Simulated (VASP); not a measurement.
# CaH16Cl2O8 in VASP: further runs

CaH16Cl2O8 is run at these levels: PBE+D3(BJ); tasks: single point.

Everything below comes from runs of VASP 6.6.1. Logs are shortened: lines on timing, memory, paths and dates and some standing lists are left out, and cuts for length are marked.

### 1 The cell of the first run

The cell holds a disordered packing, 27 atoms: a = 6.956 Å, b = 6.956 Å, c = 6.956 Å, α = 90.00°, β = 90.00°, γ = 90.00°.

### 2 Single point, PBE+D3(BJ)

INCAR reads:

```
SYSTEM = CaH16Cl2O8
ALGO = Normal ; EDIFF = 1E-6
ENCUT = 520 ; GGA = PE
GGA_COMPAT = .False. ; ISIF = 2
ISMEAR = -1 ; IVDW = 12
LASPH = .True. ; LCHARG = .True.
LELF = .True. ; LREAL = .False.
LVHAR = .True. ; LWAVE = .False.
NBANDS = 63 ; NELM = 120
PREC = Accurate ; SIGMA = 0.05
```

KPOINTS reads:

```
k-points
0
Gamma
  1 1 1
  0 0 0
```

POSCAR reads:

```
CaH16Cl2O8
1.0
    6.9561890000      0.0000000000      0.0000000000
    0.0000000000      6.9561890000      0.0000000000
    0.0000000000      0.0000000000      6.9561890000
O H Ca Cl
8 16 1 2
Direct
    0.8953753269      0.8707785254      0.1998220577
    0.3949863927     -0.0601622526      0.3681757353
    0.3965245913      0.3726178228      0.7658216302
    0.4962487362      0.5821865967      0.0751992219
    0.2310460512      0.7579150020      0.7526678760
    0.1122453688      0.5464773887      0.1678649042
   -0.0137431574      0.0696358308      0.6255724219
    0.8288015176      0.3064896598      0.9388905333
    0.8347818037      0.8939233825      0.0739341614
    0.9573632919      0.7244052742      0.1851157293
    0.3402725257     -0.1538773601      0.2829997862
    0.4044312195      0.0658262736      0.3045633176
    0.3405744151      0.5017258732      0.7582743942
    0.4492402377      0.3462096846      0.6392724522
    0.5090574739      0.5037240938      0.1877464801
    0.5387576445      0.5162884447     -0.0372761580
    0.1234009024      0.6764192290      0.7083763825
    0.2168428719      0.7425186406      0.8900994496
    0.2355456414      0.4915047593      0.1518647639
    0.0059659104      0.4314575122      0.1551424207
   -0.0287513752      0.1375465790      0.7476363854
    0.1058481879     -0.0150513449      0.6447208378
    0.8006826727      0.4311987498      0.8609311794
    0.7046243281      0.2476212190      0.9403856048
    0.7291348754      0.9136612016      0.4707750178
    0.6479122405      0.2770913786      0.3773474240
    0.8535420760      0.6424063521      0.6618135304
```

Potentials or basis: VASP PAW PBE potentials, release 64 (O, H, Ca_sv, Cl).

On the command line:

```
$ cat potpaw_PBE.64/O/POTCAR potpaw_PBE.64/H/POTCAR potpaw_PBE.64/Ca_sv/POTCAR potpaw_PBE.64/Cl/POTCAR > POTCAR
$ mpirun -np 1 vasp_gam > vasp.out
```

OUTCAR:

```text
SYSTEM = CaH16Cl2O8
   EDIFF = 1E-6
   ENCUT = 520
   GGA = PE
   ISIF = 2
   ISMEAR = -1
   IVDW = 12
   LASPH = .True.
   LREAL = .False.
   NELM = 120
   PREC = Accurate
 IVDW          = 12

 ion  position               nearest neighbor table
   1  0.895  0.871  0.200-   9 0.99  10 1.11  25 2.23
   2  0.395  0.940  0.368-  11 0.96  12 0.98  25 2.44
   3  0.397  0.373  0.766-  14 0.97  13 0.98
   4  0.496  0.582  0.075-  16 0.95  15 0.96
   5  0.231  0.758  0.753-  18 0.97  17 0.99
   6  0.112  0.546  0.168-  19 0.95  20 1.09
   7  0.986  0.070  0.626-  21 0.98  22 1.03  25 2.35
   8  0.829  0.306  0.939-  24 0.96  23 1.04
   9  0.835  0.894  0.074-   1 0.99
  10  0.957  0.724  0.185-   1 1.11
  11  0.340  0.846  0.283-   2 0.96
  12  0.404  0.066  0.305-   2 0.98
  13  0.341  0.502  0.758-   3 0.98
  14  0.449  0.346  0.639-   3 0.97
[... 8 lines left out ...]
  23  0.801  0.431  0.861-   8 1.04
  24  0.705  0.248  0.940-   8 0.96
  25  0.729  0.914  0.471-   1 2.23   7 2.35   2 2.44  27 2.46  26 2.67
  26  0.648  0.277  0.377-  25 2.67
  27  0.854  0.642  0.662-  25 2.46

  LATTYP: Found a simple cubic cell.
 ALAT       =     6.9561890000

  Lattice vectors:

 A1 = (   6.9561890000,   0.0000000000,   0.0000000000)
 A2 = (   0.0000000000,   6.9561890000,   0.0000000000)
 A3 = (   0.0000000000,   0.0000000000,   6.9561890000)

Analysis of symmetry for initial positions (statically):
=====================================================================
 Subroutine PRICEL returns:
 Original cell was already a primitive cell.

 Routine SETGRP: Setting up the symmetry group for a
 simple cubic supercell.

 Subroutine GETGRP returns: Found  1 space group operations
 (whereof  1 operations were pure point group operations)
 out of a pool of 48 trial point group operations.

The static configuration has the point symmetry C_1 .

Analysis of symmetry for dynamics (positions and initial velocities):
=====================================================================
 Subroutine PRICEL returns:
 Original cell was already a primitive cell.

 Routine SETGRP: Setting up the symmetry group for a
 simple cubic supercell.

 Subroutine GETGRP returns: Found  1 space group operations
 (whereof  1 operations were pure point group operations)
 out of a pool of 48 trial point group operations.

The dynamic configuration has the point symmetry C_1 .

 Subroutine INISYM returns: Found  1 space group operations
 (whereof  1 operations are pure point group operations),
 and found     1 'primitive' translations

----------------------------------------------------------------------------------------

                                     Primitive cell

  volume of cell :     336.6000

  direct lattice vectors                    reciprocal lattice vectors
     6.956189000  0.000000000  0.000000000     0.143756876  0.000000000  0.000000000
     0.000000000  6.956189000  0.000000000     0.000000000  0.143756876  0.000000000
     0.000000000  0.000000000  6.956189000     0.000000000  0.000000000  0.143756876

  length of vectors
     6.956189000  6.956189000  6.956189000     0.143756876  0.143756876  0.143756876

  position of ions in fractional coordinates (direct lattice)
     0.895375327  0.870778525  0.199822058
     0.394986393  0.939837747  0.368175735
     0.396524591  0.372617823  0.765821630
     0.496248736  0.582186597  0.075199222
     0.231046051  0.757915002  0.752667876
     0.112245369  0.546477389  0.167864904
[... 19 lines left out ...]
     0.647912240  0.277091379  0.377347424
     0.853542076  0.642406352  0.661813530

  ion indices of the primitive-cell ions
   primitive index   ion index
                 1           1
                 2           2
                 3           3
                 4           4
                 5           5
                 6           6
[... 19 lines left out ...]
                26          26
                27          27

----------------------------------------------------------------------------------------

 KPOINTS: k-points

Automatic generation of k-mesh.
 Grid dimensions read from file:
 generate k-points for:    1    1    1

 Generating k-lattice:

  Cartesian coordinates                     Fractional coordinates (reciprocal lattice)
     0.143756876  0.000000000  0.000000000     1.000000000  0.000000000  0.000000000
     0.000000000  0.143756876  0.000000000     0.000000000  1.000000000  0.000000000
     0.000000000  0.000000000  0.143756876     0.000000000  0.000000000  1.000000000

  Length of vectors
     0.143756876  0.143756876  0.143756876

  Shift w.r.t. Gamma in fractional coordinates (k-lattice)
     0.000000000  0.000000000  0.000000000

 Subroutine IBZKPT returns following result:
 ===========================================

 Found      1 irreducible k-points:

 Following reciprocal coordinates:
            Coordinates               Weight
  0.000000  0.000000  0.000000      1.000000
   k-points           NKPTS =      1   k-points in BZ     NKDIM =      1   number of bands    NBANDS=     63
   number of dos      NEDOS =    301   number of ions     NIONS =     27
   total plane-waves  NPLWV = 157464
   dimension x,y,z NGX =    54 NGY =   54 NGZ =   54
   dimension x,y,z NGXF=   108 NGYF=  108 NGZF=  108
   ions per type =               8  16   1   2
   NGX,Y,Z   is equivalent  to a cutoff of  12.91, 12.91, 12.91 a.u.
   NGXF,Y,Z  is equivalent  to a cutoff of  25.81, 25.81, 25.81 a.u.
 SYSTEM =  CaH16Cl2O8
   PREC   = accura    normal or accurate (medium, high low for compatibility)
   ISTART =      0    job   : 0-new  1-cont  2-samecut
   ICHARG =      2    charge: 1-file 2-atom 10-const
   ISPIN  =      1    spin polarized calculation?
   LNONCOLLINEAR =      F non collinear calculations
   LSORBIT =      F    spin-orbit coupling
   LASPH  =      T    aspherical Exc in radial PAW
   ENCUT  =  520.0 eV  38.22 Ry    6.18 a.u.  12.93 12.93 12.93*2*pi/ulx,y,z
   NELM   =    120;   NELMIN=  2; NELMDL= -5     # of ELM steps
   EDIFF  = 0.1E-05   stopping-criterion for ELM
   LREAL  =      F    real-space projection
   EDIFFG = 0.1E-04   stopping-criterion for IOM
   NSW    =      0    number of steps for IOM
   IBRION =     -1    ionic relax: 0-MD 1-quasi-New 2-CG
   NFREE  =      0    steps in history (QN), initial steepest desc. (CG)
   ISIF   =      2    stress and relaxation
   ISYM   =      2    0-nonsym 1-usesym 2-fastsym
   POTIM  = 0.5000    time-step for ionic-motion
   TEBEG  =    0.0;   TEEND  =   0.0 temperature during run
   PSTRESS=    0.0 pullay stress
   NELECT =      88.0000    total number of electrons
   NUPDOWN=      -1.0000    fix difference up-down
   EMIN   =  10.00;   EMAX   =-10.00  energy-range for DOS
   EFERMI =   0.00;   METHOD = LEGACY
   ISMEAR =    -1;   SIGMA  =   0.05  broadening in eV -4-tet -1-fermi 0-gaus
   EFERMI_NEDOS =   21; number of points for ismear=-14 and -15
   IALGO  =     38    algorithm
   IMIX   =      4    mixing-type and parameters
     AMIX     =   0.40;   BMIX     =  1.00
     AMIX_MAG =   1.60;   BMIX_MAG =  1.00
  volume/ion in A,a.u.               =      12.47        84.13
  Fermi-wavevector in a.u.,A,eV,Ry     =   1.046802  1.978168 14.909175  1.095793
  Thomas-Fermi vector in A             =   2.181655
   LORBIT       =      0    0 simple, 1 ext, 2 COOP (PROOUT), +10 PAW based schemes
   GGA     = PE    functional components
   LHFCALC =     F    Hartree Fock is set to
   AEXX    =    0.0000 exact exchange contribution
   IVDW    =    12    specifies the selected vdW correction
   LEPSILON=     F    determine dielectric tensor
   LRPA    =     F    only Hartree local field effects (RPA)
 non-spin polarized calculation
  energy-cutoff  :      520.00
  volume of cell :      336.60
 maximum number of plane-waves:      4523
 NGX is ok and might be reduce to    50
   NGX = 25   NGY = 25   NGZ = 25

 number of electron      87.9999993 magnetization

 Free energy of the ion-electron system (eV)
  ---------------------------------------------------
  ext. energy  EPLUGINS =         0.00000000
  ---------------------------------------------------
  free energy    TOTEN  =      -127.71836482 eV

  energy without entropy =     -127.71836482  energy(sigma->0) =     -127.71836482

 E-fermi :  -1.1858     XC(G=0):  -6.9490

 val. band max:       -2.4464224631   @ k =   0.0000   0.0000   0.0000
 cond. band min:       1.5296777027   @ k =   0.0000   0.0000   0.0000
 fundamental gap:      3.9761001658
 Fermi energy:        -1.1858462896

 k-point     1 :       0.0000    0.0000    0.0000
  band No.  band energies     occupation
      1     -40.5939      2.00000
      2     -22.3465      2.00000
      3     -22.2677      2.00000
      4     -21.8397      2.00000
      5     -21.7559      2.00000
      6     -21.6255      2.00000
[... 48 lines left out ...]
     55       5.5338      0.00000
     56       5.9612      0.00000
 [bands above 56 left out]

------------------------ aborting loop because EDIFF is reached ----------------------------------------

 Edisp (eV)   -1.32392

 E8    (eV) :    -0.3550

  FORCE on cell =-STRESS in cart. coord.  units (eV):
  Direction    XX          YY          ZZ          XY          YZ          ZX
  --------------------------------------------------------------------------------------
  -------------------------------------------------------------------------------------
  Total       1.12990    -2.18154     3.30903    -0.22749     0.44505    -0.22436
  in kB       5.37820   -10.38387    15.75061    -1.08281     2.11840    -1.06793
  external pressure =        3.58 kB  Pullay stress =        0.00 kB

 VOLUME and BASIS-vectors are now :
 -----------------------------------------------------------------------------
  energy-cutoff  :      520.00
  volume of cell :      336.60
      direct lattice vectors                 reciprocal lattice vectors
     6.956189000  0.000000000  0.000000000     0.143756876  0.000000000  0.000000000
     0.000000000  6.956189000  0.000000000     0.000000000  0.143756876  0.000000000
     0.000000000  0.000000000  6.956189000     0.000000000  0.000000000  0.143756876

 POSITION                                       TOTAL-FORCE (eV/Angst)
 -----------------------------------------------------------------------------------
      6.22840      6.05730      1.39000         0.867067     -2.870279     -1.219429
      2.74760      6.53769      2.56110         0.398958      0.136680      0.544490
      2.75830      2.59200      5.32720         0.052311     -0.179499      0.450274
      3.45200      4.04980      0.52310        -0.835620      2.152189      0.678978
      1.60720      5.27220      5.23570         0.707949     -0.103479     -0.067259
      0.78080      3.80140      1.16770        -4.671617     -1.810616      0.123398
[... 19 lines left out ...]
      4.50700      1.92750      2.62490        -0.399307      0.279834     -0.053585
      5.93740      4.46870      4.60370        -0.627044     -1.112572      0.452423
 -----------------------------------------------------------------------------------
    total drift:                                0.002228     -0.001585      0.002038

  FREE ENERGIE OF THE ION-ELECTRON SYSTEM (eV)
  ---------------------------------------------------
  free  energy   TOTEN  =      -129.0422824624 eV

  energy  without entropy=     -129.0422824623  energy(sigma->0) =     -129.04228246
```

Run time: 84 s. Hardware: 1 thread of Intel Xeon 8259CL, shared host; peak memory 0.41 GiB.

Results:

```
Free energy                : -129.0423 eV
Pressure                   : 0.4 GPa
Largest force              : 5.012 eV/Å
Dispersion energy per atom : -0.049 eV
```

Forces in eV/Å, atoms in the order of the input:
```
O    0.867 -2.870 -1.219
O    0.399  0.137  0.544
O    0.052 -0.179  0.450
O   -0.836  2.152  0.679
O    0.708 -0.103 -0.067
O   -4.672 -1.811  0.123
O    1.549 -1.027  0.074
O    0.587  1.674 -0.942
H    0.299 -0.108  0.465
H   -0.477  2.720  0.202
H   -0.388 -0.336 -0.591
H   -0.022 -0.127  0.050
H    0.013  0.086 -0.224
H    0.246 -0.043 -0.523
H    0.855 -1.023  0.563
H    0.121 -0.934 -0.714
H   -0.311  0.275 -0.296
H    0.166  0.154  0.599
H    1.486 -0.463 -0.496
H    2.382  2.263  0.094
H   -0.147  0.460  0.105
H   -1.316  0.817 -0.025
H    0.807 -1.466  0.554
H   -0.918 -0.449  0.299
Ca  -0.425  1.035 -0.103
Cl  -0.399  0.280 -0.054
Cl  -0.627 -1.113  0.452
```

Levels at points of the mesh, in eV from the Fermi level:
```csv
k point,band 40,band 41,band 42,band 43,band 44,band 45,band 46,band 47,band 48,band 49
"(0.00, 0.00, 0.00)",-2.10,-1.80,-1.68,-1.52,-1.26,2.72,4.89,5.21,5.35,5.55
```

Caveat: the k points lie up to 0.90 Å⁻¹ apart.

(Continued in part 2 of 2.)
